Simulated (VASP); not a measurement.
Here is a VASP 6.6.1 calculation.

INCAR

```
ALGO     = Normal         # electronic algorithm
EDIFF    = 1E-6           # SCF threshold, eV
ENCUT    = 520            # plane-wave cutoff, eV
GGA      = PS             # functional
ISIF     = 2              # what is computed and relaxed
ISMEAR   = 0              # smearing method
LASPH    = True           # aspherical terms in the spheres
LCHARG   = False          # write CHGCAR
LREAL    = False          # projectors in reciprocal space
LWAVE    = False          # write WAVECAR
NBANDS   = 24             # bands
NELM     = 80             # most SCF steps
PREC     = Accurate       # precision mode
SIGMA    = 0.05           # smearing width, eV
```

KPOINTS

```
k-points
0
Gamma
  12 12 12
```

Contents of POSCAR:

```
AlNi3
1.0
    0.0000000000      2.8018887600      2.8018887600
    2.8018887600      0.0000000000      2.8018887600
    2.8018887600      2.8018887600      0.0000000000
Al Ni
1 3
Direct
    0.5000000000      0.5000000000      0.5000000000
    0.2500000000      0.2500000000      0.2500000000
    0.0000000000      0.0000000000      0.0000000000
    0.7500000000      0.7500000000      0.7500000000
```

Potentials or basis: VASP PAW PBE potentials, release 64 (Al, Ni).

Command:

```console
$ cat potpaw_PBE.64/Al/POTCAR potpaw_PBE.64/Ni/POTCAR > POTCAR
$ mpirun -np 1 vasp_std > vasp.out
```

**Question.** Predict the pressure.

**Answer.** -0.6 GPa.

Caveat: the PAW data sets were made with another functional, which shifts forces and pressure a little. Spin polarisation is off, so any magnetic state and its effect on volume and gap are missing.
